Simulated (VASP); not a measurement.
# Ru (P-3m1) in VASP: single point with PBE

Aim: the single point of Ru with PBE.

Program: VASP 6.6.1. These are calculated values, not measurements. Logs are shortened: lines on timing, memory, paths and dates and some standing lists are left out, and cuts for length are marked.

### 1 The cell of the first run

The structure is trigonal, space group P-3m1 (No. 164). Conventional cell: a = 2.720 Å, b = 2.720 Å, c = 14.890 Å, α = 90.00°, β = 90.00°, γ = 120.00°. Ru (site symmetry 3m) has 9 Ru at 2.66 to 2.72 Å within 3.5 Å. Ru (site symmetry 3m) has 12 Ru at 2.66 to 2.72 Å within 3.5 Å. Ru (site symmetry 3m) has 12 Ru at 2.66 to 2.72 Å within 3.5 Å.

### 2 Single point, PBE (the distance across one plane changed)

Contents of INCAR:

```
SYSTEM = Ru
PREC     = Accurate       ! precision mode
ENCUT    = 520            ! plane-wave cutoff, eV
EDIFF    = 1E-7           ! SCF threshold, eV
ISMEAR   = 0              ! smearing method
SIGMA    = 0.15           ! smearing width, eV
LREAL    = .False.        ! projectors in reciprocal space
LASPH    = .True.         ! aspherical terms in the spheres
NELM     = 100            ! most SCF steps
ALGO     = Fast           ! electronic algorithm
ISIF     = 2              ! what is computed and relaxed
LWAVE    = .False.        ! write WAVECAR
LCHARG   = .False.        ! write CHGCAR
GGA      = PE             ! functional
NBANDS   = 51             ! bands
```

Contents of KPOINTS:

```
Automatic mesh
0
Gamma
  25 25 5
  0 0 0
```

Contents of POSCAR:

```
Ru
1.0
   -2.7200250909      0.0000000000      0.0000000000
   -1.3600125454     -2.3556108276      0.0000000000
    0.0000000000      0.0000000000     14.8903084894
Ru
6
Direct
    0.3333333333      0.3333333333      0.7935585057
    0.3333333333      0.3333333333      0.2164355401
    0.3333333333      0.3333333333      0.5049970229
    0.6666666667      0.6666666667      0.0721547988
    0.6666666667      0.6666666667      0.3607162815
    0.6666666667      0.6666666667      0.6492777643
```

Potentials or basis: VASP PAW PBE potentials, release 64 (Ru_pv).

Launch:

```console
> cat potpaw_PBE.64/Ru_pv/POTCAR > POTCAR
> mpirun -np 1 vasp_std > vasp.out
```

OUTCAR:

```text
SYSTEM = Ru
   PREC = Accurate
   ENCUT = 520
   EDIFF = 1E-7
   ISMEAR = 0
   LREAL = .False.
   LASPH = .True.
   NELM = 100
   ISIF = 2
   GGA = PE

 ion  position               nearest neighbor table
   1  0.333  0.333  0.794-   6 2.66   6 2.66   6 2.66
   2  0.333  0.333  0.216-   4 2.66   4 2.66   4 2.66   5 2.66   5 2.66   5 2.66
   3  0.333  0.333  0.505-   5 2.66   6 2.66   5 2.66   6 2.66   5 2.66   6 2.66
   4  0.667  0.667  0.072-   2 2.66   2 2.66   2 2.66
   5  0.667  0.667  0.361-   2 2.66   3 2.66   2 2.66   3 2.66   2 2.66   3 2.66
   6  0.667  0.667  0.649-   1 2.66   3 2.66   1 2.66   3 2.66   1 2.66   3 2.66

  LATTYP: Found a hexagonal cell.
 ALAT       =     2.7200250908
 C/A-ratio  =     5.4743276228

  Lattice vectors:

 A1 = (   1.3600125454,   2.3556108276,   0.0000000000)
 A2 = (  -2.7200250909,   0.0000000000,   0.0000000000)
 A3 = (   0.0000000000,   0.0000000000,  14.8903084894)

Analysis of symmetry for initial positions (statically):
=====================================================================
 Subroutine PRICEL returns:
 Original cell was already a primitive cell.

 Routine SETGRP: Setting up the symmetry group for a
 hexagonal supercell.

 Subroutine GETGRP returns: Found 12 space group operations
 (whereof  6 operations were pure point group operations)
 out of a pool of 24 trial point group operations.

The static configuration has the point symmetry C_3v.
 The point group associated with its full space group is D_3d.

Analysis of symmetry for dynamics (positions and initial velocities):
=====================================================================
 Subroutine PRICEL returns:
 Original cell was already a primitive cell.

 Routine SETGRP: Setting up the symmetry group for a
 hexagonal supercell.

 Subroutine GETGRP returns: Found 12 space group operations
 (whereof  6 operations were pure point group operations)
 out of a pool of 24 trial point group operations.

The dynamic configuration has the point symmetry C_3v.
 The point group associated with its full space group is D_3d.

 Subroutine INISYM returns: Found 12 space group operations
 (whereof  6 operations are pure point group operations),
 and found     1 'primitive' translations

----------------------------------------------------------------------------------------

                                     Primitive cell

  volume of cell :      95.4070

  direct lattice vectors                    reciprocal lattice vectors
    -2.720025091  0.000000000  0.000000000    -0.367643667  0.212259170  0.000000000
    -1.360012545 -2.355610828  0.000000000     0.000000000 -0.424518341  0.000000000
     0.000000000  0.000000000 14.890308489     0.000000000  0.000000000  0.067157776

  length of vectors
     2.720025091  2.720025091 14.890308489     0.424518341  0.424518341  0.067157776

  position of ions in fractional coordinates (direct lattice)
     0.333333333  0.333333333  0.793558506
     0.333333333  0.333333333  0.216435540
     0.333333333  0.333333333  0.504997023
     0.666666667  0.666666667  0.072154799
     0.666666667  0.666666667  0.360716281
     0.666666667  0.666666667  0.649277764

  ion indices of the primitive-cell ions
   primitive index   ion index
                 1           1
                 2           2
                 3           3
                 4           4
                 5           5
                 6           6

----------------------------------------------------------------------------------------

 KPOINTS: Automatic mesh

Automatic generation of k-mesh.
 Grid dimensions read from file:
 generate k-points for:   25   25    5

 Generating k-lattice:

  Cartesian coordinates                     Fractional coordinates (reciprocal lattice)
    -0.014705747  0.008490367  0.000000000     0.040000000  0.000000000  0.000000000
     0.000000000 -0.016980734  0.000000000     0.000000000  0.040000000  0.000000000
     0.000000000  0.000000000  0.013431555     0.000000000  0.000000000  0.200000000

  Length of vectors
     0.016980734  0.016980734  0.013431555

  Shift w.r.t. Gamma in fractional coordinates (k-lattice)
     0.000000000  0.000000000  0.000000000

 Subroutine IBZKPT returns following result:
 ===========================================

 Found    299 irreducible k-points:

 Following reciprocal coordinates:
            Coordinates               Weight
  0.000000  0.000000  0.000000      1.000000
  0.040000  0.000000  0.000000      6.000000
  0.080000  0.000000  0.000000      6.000000
  0.120000  0.000000  0.000000      6.000000
  0.160000  0.000000  0.000000      6.000000
  0.200000  0.000000  0.000000      6.000000
[... 16 lines left out ...]
  0.440000  0.040000  0.000000     12.000000
  0.480000  0.040000  0.000000     12.000000
 [... further k-points ...]
   k-points           NKPTS =    299   k-points in BZ     NKDIM =    299   number of bands    NBANDS=     51
   number of dos      NEDOS =    301   number of ions     NIONS =      6
   total plane-waves  NPLWV =  44800
   dimension x,y,z NGX =    20 NGY =   20 NGZ =  112
   dimension x,y,z NGXF=    40 NGYF=   40 NGZF=  224
   ions per type =               6
   NGX,Y,Z   is equivalent  to a cutoff of  12.22, 12.22, 12.50 a.u.
   NGXF,Y,Z  is equivalent  to a cutoff of  24.45, 24.45, 25.01 a.u.
 SYSTEM =  Ru
   PREC   = accura    normal or accurate (medium, high low for compatibility)
   ISTART =      0    job   : 0-new  1-cont  2-samecut
   ICHARG =      2    charge: 1-file 2-atom 10-const
   ISPIN  =      1    spin polarized calculation?
   LNONCOLLINEAR =      F non collinear calculations
   LSORBIT =      F    spin-orbit coupling
   LASPH  =      T    aspherical Exc in radial PAW
   ENCUT  =  520.0 eV  38.22 Ry    6.18 a.u.   5.06  5.06 27.69*2*pi/ulx,y,z
   NELM   =    100;   NELMIN=  2; NELMDL= -5     # of ELM steps
   EDIFF  = 0.1E-06   stopping-criterion for ELM
   LREAL  =      F    real-space projection
   EDIFFG = 0.1E-05   stopping-criterion for IOM
   NSW    =      0    number of steps for IOM
   IBRION =     -1    ionic relax: 0-MD 1-quasi-New 2-CG
   NFREE  =      0    steps in history (QN), initial steepest desc. (CG)
   ISIF   =      2    stress and relaxation
   ISYM   =      2    0-nonsym 1-usesym 2-fastsym
   POTIM  = 0.5000    time-step for ionic-motion
   TEBEG  =    0.0;   TEEND  =   0.0 temperature during run
   PSTRESS=    0.0 pullay stress
   NELECT =      84.0000    total number of electrons
   NUPDOWN=      -1.0000    fix difference up-down
   EMIN   =  10.00;   EMAX   =-10.00  energy-range for DOS
   EFERMI =   0.00;   METHOD = LEGACY
   ISMEAR =     0;   SIGMA  =   0.15  broadening in eV -4-tet -1-fermi 0-gaus
   EFERMI_NEDOS =   21; number of points for ismear=-14 and -15
   IALGO  =     68    algorithm
   IMIX   =      4    mixing-type and parameters
     AMIX     =   0.40;   BMIX     =  1.00
     AMIX_MAG =   1.60;   BMIX_MAG =  1.00
  volume/ion in A,a.u.               =      15.90       107.31
  Fermi-wavevector in a.u.,A,eV,Ry     =   1.569066  2.965105 33.497110  2.461968
  Thomas-Fermi vector in A             =   2.671004
   LORBIT       =      0    0 simple, 1 ext, 2 COOP (PROOUT), +10 PAW based schemes
   GGA     = PE    functional components
   LHFCALC =     F    Hartree Fock is set to
   AEXX    =    0.0000 exact exchange contribution
   IVDW    =     0    specifies the selected vdW correction
   LEPSILON=     F    determine dielectric tensor
   LRPA    =     F    only Hartree local field effects (RPA)
 non-spin polarized calculation
 RMM-DIIS sequential band-by-band and
 Gauss-broadening in eV      SIGMA  =   0.15
  energy-cutoff  :      520.00
  volume of cell :       95.41
 maximum number of plane-waves:      2599
   NGX = 11   NGY = 11   NGZ = 55

 number of electron      84.0000018 magnetization

 Free energy of the ion-electron system (eV)
  ---------------------------------------------------
  ext. energy  EPLUGINS =         0.00000000
  ---------------------------------------------------
  free energy    TOTEN  =       -53.47959420 eV

  energy without entropy =      -53.40463672  energy(sigma->0) =      -53.44211546

 E-fermi :  10.3063     XC(G=0): -12.8844

 val. band max:       10.3058023723   @ k =  -0.4800   0.1200   0.4000
 cond. band min:      10.3072140340   @ k =   0.4400   0.1600   0.0000
 fundamental gap:      0.0014116617
 Fermi energy:        10.3062515079

 k-point     1 :       0.0000    0.0000    0.0000
  band No.  band energies     occupation
      1     -33.2950      2.00000
      2     -33.1366      2.00000
      3     -32.8174      2.00000
      4     -32.4992      2.00000
      5     -32.4992      2.00000
      6     -32.4934      2.00000
[... 43 lines left out ...]
     50      11.1174      0.00000
     51      11.4134      0.00000

 k-point     2 :       0.0400    0.0000    0.0000
  band No.  band energies     occupation
      1     -33.2905      2.00000
      2     -33.1341      2.00000
      3     -32.8187      2.00000
      4     -32.5262      2.00000
      5     -32.5029      2.00000
      6     -32.5023      2.00000
[... 43 lines left out ...]
     50      11.1969      0.00000
     51      11.3535      0.00000

 k-point     3 :       0.0800    0.0000    0.0000
  band No.  band energies     occupation
      1     -33.2771      2.00000
      2     -33.1268      2.00000
      3     -32.8236      2.00000
      4     -32.5719      2.00000
      5     -32.5304      2.00000
      6     -32.5116      2.00000
[... 43 lines left out ...]
     50      11.2538      0.00000
     51      11.4336      0.00000
[... 1027 lines left out ...]
 k-point    23 :       0.4400    0.0400    0.0000
  band No.  band energies     occupation
      1     -33.2449      2.00000
      2     -33.2007      2.00000
      3     -33.1812      2.00000
      4     -33.0640      2.00000
      5     -32.9242      2.00000
      6     -32.8509      2.00000
[... 43 lines left out ...]
     50      12.4873      0.00000
     51      12.7894      0.00000

 k-point    24 :       0.4800    0.0400    0.0000
  band No.  band energies     occupation
      1     -33.2726      2.00000
      2     -33.2308      2.00000
      3     -33.2040      2.00000
      4     -33.0846      2.00000
      5     -32.9143      2.00000
      6     -32.8688      2.00000
[... 43 lines left out ...]
     50      12.9379      0.00000
     51      13.5956      0.00000

 [... further k-points ...]

------------------------ aborting loop because EDIFF is reached ----------------------------------------

  FORCE on cell =-STRESS in cart. coord.  units (eV):
  Direction    XX          YY          ZZ          XY          YZ          ZX
  --------------------------------------------------------------------------------------
  -------------------------------------------------------------------------------------
  Total       -3.2841514     -3.2841514     -5.2061550      0.0000000      0.0000000     -0.0000000
  in kB      -55.1510277    -55.1510277    -87.4273929      0.0000000      0.0000000     -0.0000000
  external PRESSURE =     -65.9098161 kB  Pullay stress =       0.0000000 kB

 VOLUME and BASIS-vectors are now :
 -----------------------------------------------------------------------------
  energy-cutoff  :      520.00
  volume of cell :       95.41
      direct lattice vectors                 reciprocal lattice vectors
    -2.720025091  0.000000000  0.000000000    -0.367643667  0.212259170  0.000000000
    -1.360012545 -2.355610828  0.000000000     0.000000000 -0.424518341  0.000000000
     0.000000000  0.000000000 14.890308489     0.000000000  0.000000000  0.067157776

 POSITION                                       TOTAL-FORCE (eV/Angst)
 -----------------------------------------------------------------------------------
     -1.36001     -0.78520     11.81633        -0.000000     -0.000000     -0.527367
     -1.36001     -0.78520      3.22279         0.000000     -0.000000     -0.797565
     -1.36001     -0.78520      7.51956        -0.000000      0.000000      0.243059
     -2.72003     -1.57041      1.07441         0.000000     -0.000000      0.527367
     -2.72003     -1.57041      5.37118         0.000000     -0.000000     -0.243059
     -2.72003     -1.57041      9.66795        -0.000000     -0.000000      0.797565
 -----------------------------------------------------------------------------------
    total drift:                               -0.000000     -0.000000     -0.000006

  FREE ENERGIE OF THE ION-ELECTRON SYSTEM (eV)
  ---------------------------------------------------
  free  energy   TOTEN  =       -53.4795941970 eV

  energy  without entropy=      -53.4046367243  energy(sigma->0) =      -53.44211546
```

Wall time 48 min (1 thread of Oxide Virtual Turin-like, shared host); peak memory 0.89 GiB.

What came out:

```
Free energy            : -53.4796 eV
Pressure               : -6.6 GPa
Largest force          : 0.798 eV/Å
Band gap on the k mesh : zero (bands 42 and 43 overlap by 2.63 eV)
```

Forces in eV/Å, atoms in the order of the input:
```
Ru   0.000  0.000 -0.527
Ru   0.000  0.000 -0.798
Ru   0.000  0.000  0.243
Ru   0.000  0.000  0.527
Ru   0.000  0.000 -0.243
Ru   0.000  0.000  0.798
```

Levels at points of the mesh, in eV from the Fermi level:
```csv
k point,band 38,band 39,band 40,band 41,band 42,band 43,band 44,band 45,band 46,band 47
"(0.00, 0.00, 0.00)",-1.90,-1.90,-1.74,-1.45,-1.08,-1.08,-0.45,-0.45,0.25,0.25
```

Caveat: the cell differs from its parent crystal (the distance across one plane changed); the cell stands under tension.
